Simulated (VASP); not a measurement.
SrTiO3, 5 atoms in the cell. The structure is cubic, space group Pm-3m (No. 221). The conventional cell has a = 3.935 Å, b = 3.935 Å, c = 3.935 Å, α = 90.00°, β = 90.00°, γ = 90.00°. Sr (site symmetry m-3m) has 12 O at 2.78 Å and 8 Ti at 3.41 Å within 3.7 Å. Within 2.6 Å of Ti (site symmetry m-3m) lie 6 O at 1.97 Å. Within 2.6 Å of O (site symmetry 4/mmm) lie 2 Ti at 1.97 Å. The cell was generated, and may not be a known phase.

- Program: VASP 6.6.1
- Task: relaxation of cell and atoms
- Functional: PBE
- Potentials or basis: VASP PAW PBE potentials, release 64 (Sr_sv, Ti_sv, O)
- Cutoff: 600 eV
- k mesh: 8 × 8 × 8
- Occupations: gaussian, width 0.02 eV
- Spin: no spin polarisation
- Dipole correction: no
- Further INCAR settings: ALGO = Normal; EDIFF = 1e-06; IBRION = 2; EDIFFG = -0.01; NSW = 100; ISIF = 3

Potentials or basis: VASP PAW PBE potentials, release 64 (Sr_sv, Ti_sv, O).

Command:

```bash
$ cat potpaw_PBE.64/Sr_sv/POTCAR potpaw_PBE.64/Ti_sv/POTCAR potpaw_PBE.64/O/POTCAR > POTCAR
$ mpirun -np 1 vasp_std > vasp.out
```

Hardware: 1 thread of Intel(R) Xeon(R) 6975P-C (Granite Rapids), on a shared host.

Estimate the wall time of this run.

Run time: 46 s on 1 thread of Intel(R) Xeon(R) 6975P-C (Granite Rapids), with other jobs on the host, peak memory 0.23 GiB. Counts: scf iterations 35, k points 35, ion steps 3.
